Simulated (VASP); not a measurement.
# B (P4/mmm) in VASP: notebook, part 2 of 2

VASP 6.6.1. Earlier steps stand in the parts before.

### Step 4. Single point, PBE

This run uses another cell than the first one, of 8.73 Å³/atom, 0.962 times its volume.

INCAR reads:

```
SYSTEM = B
ALGO = Normal
EDIFF = 1E-6
ENCUT = 520
GGA = PE
ISIF = 2
ISMEAR = -1
LASPH = .TRUE.
LCHARG = .TRUE.
LELF = .TRUE.
LREAL = .FALSE.
LVHAR = .TRUE.
LWAVE = .FALSE.
NBANDS = 8
NELM = 100
PREC = Accurate
SIGMA = 0.05
```

KPOINTS reads:

```
k-points
0
G
  11 11 16
  0 0 0
```

POSCAR reads:

```
B
1.0
    2.3461100000      0.0000000000      0.0000000000
    0.0000000000      2.3461100000      0.0000000000
    0.0000000000      0.0000000000      1.5857900000
B
1
Direct
    0.5000000000      0.5000000000      0.5000000000
```

Potentials or basis: VASP PAW PBE potentials, release 64 (B).

The run is started by

```console
$ cat potpaw_PBE.64/B/POTCAR > POTCAR
$ mpirun -np 1 vasp_std > vasp.out
```

OUTCAR:

```text
SYSTEM = B
   EDIFF = 1E-6
   ENCUT = 520
   GGA = PE
   ISIF = 2
   ISMEAR = -1
   LASPH = .TRUE.
   LREAL = .FALSE.
   NELM = 100
   PREC = Accurate

 ion  position               nearest neighbor table
   1  0.500  0.500  0.500-

  LATTYP: Found a simple tetragonal cell.
 ALAT       =     2.3461100000
 C/A-ratio  =     0.6759231238

  Lattice vectors:

 A1 = (   2.3461100000,   0.0000000000,   0.0000000000)
 A2 = (   0.0000000000,   2.3461100000,   0.0000000000)
 A3 = (   0.0000000000,   0.0000000000,   1.5857900000)

Analysis of symmetry for initial positions (statically):
=====================================================================
 Subroutine PRICEL returns:
 Original cell was already a primitive cell.

 Routine SETGRP: Setting up the symmetry group for a
 simple tetragonal supercell.

 Subroutine GETGRP returns: Found 16 space group operations
 (whereof 16 operations were pure point group operations)
 out of a pool of 16 trial point group operations.

The static configuration has the point symmetry D_4h.

Analysis of symmetry for dynamics (positions and initial velocities):
=====================================================================
 Subroutine PRICEL returns:
 Original cell was already a primitive cell.

 Routine SETGRP: Setting up the symmetry group for a
 simple tetragonal supercell.

 Subroutine GETGRP returns: Found 16 space group operations
 (whereof 16 operations were pure point group operations)
 out of a pool of 16 trial point group operations.

The dynamic configuration has the point symmetry D_4h.

 Subroutine INISYM returns: Found 16 space group operations
 (whereof 16 operations are pure point group operations),
 and found     1 'primitive' translations

----------------------------------------------------------------------------------------

                                     Primitive cell

  volume of cell :       8.7286

  direct lattice vectors                    reciprocal lattice vectors
     2.346110000  0.000000000  0.000000000     0.426237474  0.000000000  0.000000000
     0.000000000  2.346110000  0.000000000     0.000000000  0.426237474  0.000000000
     0.000000000  0.000000000  1.585790000     0.000000000  0.000000000  0.630600521

  length of vectors
     2.346110000  2.346110000  1.585790000     0.426237474  0.426237474  0.630600521

  position of ions in fractional coordinates (direct lattice)
     0.500000000  0.500000000  0.500000000

  ion indices of the primitive-cell ions
   primitive index   ion index
                 1           1

----------------------------------------------------------------------------------------

 KPOINTS: k-points

Automatic generation of k-mesh.
 Grid dimensions read from file:
 generate k-points for:   11   11   16

 Generating k-lattice:

  Cartesian coordinates                     Fractional coordinates (reciprocal lattice)
     0.038748861  0.000000000  0.000000000     0.090909091  0.000000000  0.000000000
     0.000000000  0.038748861  0.000000000     0.000000000  0.090909091  0.000000000
     0.000000000  0.000000000  0.039412533     0.000000000  0.000000000  0.062500000

  Length of vectors
     0.038748861  0.038748861  0.039412533

  Shift w.r.t. Gamma in fractional coordinates (k-lattice)
     0.000000000  0.000000000  0.000000000

 Subroutine IBZKPT returns following result:
 ===========================================

 Found    189 irreducible k-points:

 Following reciprocal coordinates:
            Coordinates               Weight
  0.000000  0.000000  0.000000      1.000000
  0.090909  0.000000  0.000000      4.000000
  0.181818  0.000000  0.000000      4.000000
  0.272727  0.000000  0.000000      4.000000
  0.363636  0.000000  0.000000      4.000000
  0.454545  0.000000  0.000000      4.000000
[... 16 lines left out ...]
  0.090909  0.000000  0.062500      8.000000
  0.181818  0.000000  0.062500      8.000000
 [... further k-points ...]
   k-points           NKPTS =    189   k-points in BZ     NKDIM =    189   number of bands    NBANDS=      8
   number of dos      NEDOS =    301   number of ions     NIONS =      1
   total plane-waves  NPLWV =   3888
   dimension x,y,z NGX =    18 NGY =   18 NGZ =   12
   dimension x,y,z NGXF=    36 NGYF=   36 NGZF=   24
   ions per type =               1
   NGX,Y,Z   is equivalent  to a cutoff of  12.75, 12.75, 12.58 a.u.
   NGXF,Y,Z  is equivalent  to a cutoff of  25.51, 25.51, 25.16 a.u.
 SYSTEM =  B
   PREC   = accura    normal or accurate (medium, high low for compatibility)
   ISTART =      0    job   : 0-new  1-cont  2-samecut
   ICHARG =      2    charge: 1-file 2-atom 10-const
   ISPIN  =      1    spin polarized calculation?
   LNONCOLLINEAR =      F non collinear calculations
   LSORBIT =      F    spin-orbit coupling
   LASPH  =      T    aspherical Exc in radial PAW
   ENCUT  =  520.0 eV  38.22 Ry    6.18 a.u.   4.36  4.36  2.95*2*pi/ulx,y,z
   NELM   =    100;   NELMIN=  2; NELMDL= -5     # of ELM steps
   EDIFF  = 0.1E-05   stopping-criterion for ELM
   LREAL  =      F    real-space projection
   EDIFFG = 0.1E-04   stopping-criterion for IOM
   NSW    =      0    number of steps for IOM
   IBRION =     -1    ionic relax: 0-MD 1-quasi-New 2-CG
   NFREE  =      0    steps in history (QN), initial steepest desc. (CG)
   ISIF   =      2    stress and relaxation
   ISYM   =      2    0-nonsym 1-usesym 2-fastsym
   POTIM  = 0.5000    time-step for ionic-motion
   TEBEG  =    0.0;   TEEND  =   0.0 temperature during run
   PSTRESS=    0.0 pullay stress
   NELECT =       3.0000    total number of electrons
   NUPDOWN=      -1.0000    fix difference up-down
   EMIN   =  10.00;   EMAX   =-10.00  energy-range for DOS
   EFERMI =   0.00;   METHOD = LEGACY
   ISMEAR =    -1;   SIGMA  =   0.05  broadening in eV -4-tet -1-fermi 0-gaus
   EFERMI_NEDOS =   21; number of points for ismear=-14 and -15
   IALGO  =     38    algorithm
   IMIX   =      4    mixing-type and parameters
     AMIX     =   0.40;   BMIX     =  1.00
     AMIX_MAG =   1.60;   BMIX_MAG =  1.00
  volume/ion in A,a.u.               =       8.73        58.90
  Fermi-wavevector in a.u.,A,eV,Ry     =   1.146747  2.167038 17.892065  1.315030
  Thomas-Fermi vector in A             =   2.283430
   LORBIT       =      0    0 simple, 1 ext, 2 COOP (PROOUT), +10 PAW based schemes
   GGA     = PE    functional components
   LHFCALC =     F    Hartree Fock is set to
   AEXX    =    0.0000 exact exchange contribution
   IVDW    =     0    specifies the selected vdW correction
   LEPSILON=     F    determine dielectric tensor
   LRPA    =     F    only Hartree local field effects (RPA)
 non-spin polarized calculation
  energy-cutoff  :      520.00
  volume of cell :        8.73
 maximum number of plane-waves:       254
 NGX is ok and might be reduce to    18
   NGX =  9   NGY =  9   NGZ =  5

 number of electron       3.0000000 magnetization

 Free energy of the ion-electron system (eV)
  ---------------------------------------------------
  ext. energy  EPLUGINS =         0.00000000
  ---------------------------------------------------
  free energy    TOTEN  =        -5.65876025 eV

  energy without entropy =       -5.65680871  energy(sigma->0) =       -5.65778448

 E-fermi :   5.0283     XC(G=0): -11.0188

 val. band max:        4.9360137628   @ k =   0.3636   0.0000   0.3125
 cond. band min:       5.0373275751   @ k =   0.4545   0.3636   0.1875
 fundamental gap:      0.1013138123
 Fermi energy:         5.0282986543

 k-point     1 :       0.0000    0.0000    0.0000
  band No.  band energies     occupation
      1      -8.9606      2.00000
      2       9.4551      0.00000
      3       9.4551      0.00000
      4      19.3056      0.00000
      5      20.4234      0.00000
      6      31.3540      0.00000
      7      40.8649      0.00000
      8      40.8649      0.00000

 k-point     2 :       0.0909    0.0000    0.0000
  band No.  band energies     occupation
      1      -8.7768      2.00000
      2       8.1788      0.00000
      3       9.5758      0.00000
      4      20.0041      0.00000
      5      21.4139      0.00000
      6      31.4099      0.00000
      7      37.5971      0.00000
      8      39.0795      0.00000
[... 221 lines left out ...]
 k-point    23 :       0.0909    0.0000    0.0625
  band No.  band energies     occupation
      1      -8.6010      2.00000
      2       8.3785      0.00000
      3       9.7838      0.00000
      4      20.0504      0.00000
      5      21.3402      0.00000
      6      30.4874      0.00000
      7      37.8032      0.00000
      8      39.5855      0.00000

 k-point    24 :       0.1818    0.0000    0.0625
  band No.  band energies     occupation
      1      -8.0520      2.00000
      2       5.7695      0.00000
      3      10.1238      0.00000
      4      20.5990      0.00000
      5      24.4895      0.00000
      6      30.3977      0.00000
      7      34.2018      0.00000
      8      37.5289      0.00000

 [... further k-points ...]
[... 5 lines left out ...]
  --------------------------------------------------------------------------------------
  -------------------------------------------------------------------------------------
  Total       -0.0637339     -0.0637339      0.0612281      0.0000000      0.0000000      0.0000000
  in kB      -11.6987232    -11.6987232     11.2387816      0.0000000      0.0000000      0.0000000
  external PRESSURE =      -4.0528882 kB  Pullay stress =       0.0000000 kB

 VOLUME and BASIS-vectors are now :
 -----------------------------------------------------------------------------
  energy-cutoff  :      520.00
  volume of cell :        8.73
      direct lattice vectors                 reciprocal lattice vectors
     2.346110000  0.000000000  0.000000000     0.426237474  0.000000000  0.000000000
     0.000000000  2.346110000  0.000000000     0.000000000  0.426237474  0.000000000
     0.000000000  0.000000000  1.585790000     0.000000000  0.000000000  0.630600521

 POSITION                                       TOTAL-FORCE (eV/Angst)
 -----------------------------------------------------------------------------------
      1.17305      1.17305      0.79290         0.000000      0.000000      0.000000
 -----------------------------------------------------------------------------------
    total drift:                                0.000000      0.000000     -0.000000

  FREE ENERGIE OF THE ION-ELECTRON SYSTEM (eV)
  ---------------------------------------------------
  free  energy   TOTEN  =        -5.6587602497 eV

  energy  without entropy=       -5.6568087111  energy(sigma->0) =       -5.65778448
```

Wall time 4.9 s (1 thread of AMD EPYC 9R45 (Zen 5), shared host); peak memory 0.08 GiB.

What came out:

```
Free energy : -5.6588 eV
Pressure    : -0.4 GPa
```

Levels at points of the mesh, in eV from the Fermi level:
```csv
k point,band 1,band 2,band 3,band 4,band 5,band 6
"(0.00, 0.00, 0.00)",-13.99,4.43,4.43,14.28,15.40,26.33
"(0.00, 0.00, 0.50)",-5.96,1.40,13.56,13.56,21.36,26.64
```

### Step 5. Summary

```csv
cell,gap on the mesh (eV),pressure (GPa)
"a = 2.377, b = 2.377, c = 1.607 Å, 1 atom",none,-6.6
"a = 2.392, b = 2.392, c = 1.617 Å, 1 atom",none,-9.3
"a = 2.346, b = 2.346, c = 1.586 Å, 1 atom",none,-0.4
```

Alike in all rows: task single point; level PBE; potentials or basis VASP PAW PBE potentials, release 64 (B); no spin polarisation; k mesh 11 × 11 × 16; cutoff (eV) 520; smearing fermi-dirac 0.05 eV.

Absolute energies hang on the potentials; compare differences alone.
